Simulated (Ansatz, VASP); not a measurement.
# K: VASP beside Ansatz

```xyz
1
Lattice="4.3671 0.0000 0.0000 0.0000 4.3671 0.0000 0.0000 0.0000 4.3671" Properties=species:S:1:pos:R:3 pbc="T T T"
K     0.0000    0.0000    0.0000
```

Alike in both runs: task single point; functional r2SCAN; k mesh 6 × 6 × 6; no spin polarisation.

```csv
,VASP,Ansatz
version,VASP 6.6.1,Ansatz 0.2.0
potentials or method,"VASP PAW PBE potentials, release 64 (K_sv), cutoff 520 eV","plane waves, PAW"
occupations,"methfessel-paxton of order 1, width 0.1 eV",cold
valence electrons in the cell,9,9
```

|  | VASP | Ansatz | Ansatz less VASP |
| --- | --- | --- | --- |
| pressure (GPa) | -0.1 | -0.1 | +0.02 |

VASP's potentials were made for PBE, not for r2SCAN.
